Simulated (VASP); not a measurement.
A run of VASP 6.6.1 is set up as follows.

File INCAR:

```
SYSTEM = KPt2C6N6
PREC     = Accurate       ! precision mode
ENCUT    = 520            ! plane-wave cutoff, eV
EDIFF    = 1E-7           ! SCF threshold, eV
ISMEAR   = 0              ! smearing method
SIGMA    = 0.1            ! smearing width, eV
LREAL    = Auto         
LASPH    = .TRUE.         ! aspherical terms in the spheres
NELM     = 100            ! most SCF steps
ALGO     = Normal         ! electronic algorithm
ISIF     = 2              ! what is computed and relaxed
LWAVE    = .FALSE.        ! write WAVECAR
LCHARG   = .TRUE.         ! write CHGCAR
GGA      = PE             ! functional
LELF     = .TRUE.         ! ELF
LVHAR    = .TRUE.       
NBANDS   = 54             ! bands
```

File KPOINTS:

```
regular mesh
0
G
  4 4 4
  0 0 0
```

File POSCAR:

```
KPt2C6N6
1.0
    0.0000000000      5.0945000000      5.0945000000
    5.0945000000      0.0000000000      5.0945000000
    5.0945000000      5.0945000000      0.0000000000
K Pt C N
1 2 6 6
Direct
    0.7500000000      0.7500000000      0.7500000000
    0.0000000000      0.0000000000      0.0000000000
    0.5000000000      0.5000000000      0.5000000000
    0.8118559200      0.1881440800      0.1881440800
    0.1881440800      0.1881440800      0.8118559200
    0.8118559200      0.1881440800      0.8118559200
    0.1881440800      0.8118559200      0.8118559200
    0.8118559200      0.8118559200      0.1881440800
    0.1881440800      0.8118559200      0.1881440800
    0.6970262000      0.3029738000      0.3029738000
    0.3029738000      0.3029738000      0.6970262000
    0.6970262000      0.3029738000      0.6970262000
    0.3029738000      0.6970262000      0.6970262000
    0.6970262000      0.6970262000      0.3029738000
    0.3029738000      0.6970262000      0.3029738000
```

Potentials or basis: VASP PAW PBE potentials, release 64 (K_sv, Pt, C, N).

The run is started by

```sh
$ cat potpaw_PBE.64/K_sv/POTCAR potpaw_PBE.64/Pt/POTCAR potpaw_PBE.64/C/POTCAR potpaw_PBE.64/N/POTCAR > POTCAR
$ mpirun -np 1 vasp_std > vasp.out
```

(1) What does it give for the pressure?

(2) What does it give for the largest force?

Results:

(1) 19.0 GPa.

(2) 2.284 eV/Å.

Caveat: forces of over 1 eV/Å act on the atoms, so gaps and moduli don't describe the material at rest.
